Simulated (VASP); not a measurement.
Al6O: single point with PBE

System: Al6O, a slab with vacuum.

```
Al O
1.0
     5.71352    0.00000    0.00000
     0.00000    5.71352    0.00000
     0.00000    0.00000   22.17470
Al O
12 2
Direct
  0.25000 0.25000 0.18039
  0.25000 0.75000 0.18039
  0.75000 0.25000 0.18039
  0.75000 0.75000 0.18039
  0.00000 0.00000 0.27441
  0.00000 0.50000 0.27441
  0.50000 0.00000 0.27441
  0.50000 0.50000 0.27441
  0.25000 0.25000 0.36865
  0.25000 0.75000 0.36865
  0.75000 0.25000 0.36865
  0.75000 0.75000 0.36865
  0.10464 0.25000 0.53100
  0.39536 0.25000 0.53100
```

```json
{
 "Program": "VASP 6.6.1",
 "Task": "single point",
 "Functional": "PBE",
 "Potentials or basis": "VASP PAW PBE potentials, release 64 (Al, O)",
 "Cutoff": "520 eV",
 "k mesh": "5 × 5 × 1",
 "Occupations": "gaussian, width 0.1 eV",
 "Spin": "collinear spin, ferromagnetic start",
 "Starting moments": "[0.0, 0.0, 0.0, 0.0, 0.0, 0.0, 0.0, 0.0, 0.0, 0.0, 0.0, 0.0, 1.0, 1.0] μB"
}
```

```
Largest force                                         : 6.923 eV/Å
Net moment                                            : 0.78 μB per cell
Site moments                                          : Al +0.00; O +0.31 μB
Valence electrons inside the program's atomic spheres : Al 0.76, 0.75 (each value once); O 4.61
```

Forces in eV/Å, atoms in the order of the input:
```
Al   0.000  0.000  0.039
Al   0.000  0.000  0.011
Al   0.000  0.000  0.028
Al   0.000  0.000  0.024
Al   0.002  0.000 -0.008
Al   0.002  0.000 -0.008
Al  -0.002  0.000 -0.008
Al  -0.002  0.000 -0.008
Al   0.000  0.000  0.220
Al   0.000  0.000  0.044
Al   0.000  0.000  0.104
Al   0.000  0.000  0.028
O    6.919  0.000 -0.233
O   -6.919  0.000 -0.233
```

Levels at points of the mesh, in eV from the Fermi level:
Spin up:
| k point | band 22 | band 23 | band 24 | band 25 | band 26 | band 27 | band 28 | band 29 |
| --- | --- | --- | --- | --- | --- | --- | --- | --- |
| (0.00, 0.00, 0.00) | -0.70 | -0.68 | -0.35 | -0.10 | 0.05 | 0.05 | 0.05 | 0.16 |
Spin down:
| k point | band 21 | band 22 | band 23 | band 24 | band 25 | band 26 | band 27 | band 28 |
| --- | --- | --- | --- | --- | --- | --- | --- | --- |
| (0.00, 0.00, 0.00) | -0.70 | -0.68 | -0.34 | -0.15 | 0.05 | 0.05 | 0.06 | 0.14 |

It took 32 min on 1 thread of Intel(R) Xeon(R) 6975P-C (Granite Rapids), with other jobs on the host, peak memory 1.1 GiB.
